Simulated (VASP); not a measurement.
A run of VASP 6.6.1 is set up as follows.

The input POSCAR:

```
Rb
1.0
   -2.8677202310      2.8677202310      2.8677202310
    2.8677202310     -2.8677202310      2.8677202310
    2.8677202310      2.8677202310     -2.8677202310
Rb
1
Direct
    0.0000000000      0.0000000000      0.0000000000
```

Contents of INCAR.step1:

```
PREC     = Accurate       # precision mode
ENCUT    = 520            # plane-wave cutoff, eV
ISMEAR   = 0              # smearing method
SIGMA    = 0.3            # smearing width, eV
LREAL    = F              # projectors in reciprocal space
LASPH    = T              # aspherical terms in the spheres
NELM     = 80             # most SCF steps
NBANDS   = 10             # bands
GGA      = PE             # functional
ALGO     = Normal         # electronic algorithm
EDIFF    = 1E-4           # SCF threshold, eV
LWAVE    = T              # write WAVECAR
LCHARG   = F              # write CHGCAR
```

File INCAR.step2:

```
PREC     = Accurate       # precision mode
ENCUT    = 520            # plane-wave cutoff, eV
EDIFF    = 1E-6           # SCF threshold, eV
ISMEAR   = 0              # smearing method
SIGMA    = 0.3            # smearing width, eV
LREAL    = F              # projectors in reciprocal space
LASPH    = T              # aspherical terms in the spheres
NELM     = 80             # most SCF steps
ALGO     = Normal         # electronic algorithm
ISIF     = 2              # what is computed and relaxed
LWAVE    = F              # write WAVECAR
LCHARG   = F              # write CHGCAR
METAGGA  = R2SCAN         # meta-GGA
LMIXTAU  = T            
NBANDS   = 10             # bands
ISTART   = 1
```

File KPOINTS:

```
Automatic mesh
0
Gamma
  8 8 8
```

Potentials or basis: VASP PAW PBE potentials, release 64 (Rb_sv).

Command:

```console
$ cat potpaw_PBE.64/Rb_sv/POTCAR > POTCAR
$ cp INCAR.step1 INCAR
$ mpirun -np 1 vasp_std > vasp.out
$ cp INCAR.step2 INCAR
$ mpirun -np 1 vasp_std > vasp.out
```

(1) Predict the band gap on the k mesh.

(2) Predict the pressure.

Results:

(1) zero (an odd number of electrons rules out a gap without spin polarisation).

(2) 0.0 GPa.

Caveat: so wide a smearing shifts energies and pressures; the PAW data sets were made with another functional, which shifts forces and pressure a little.
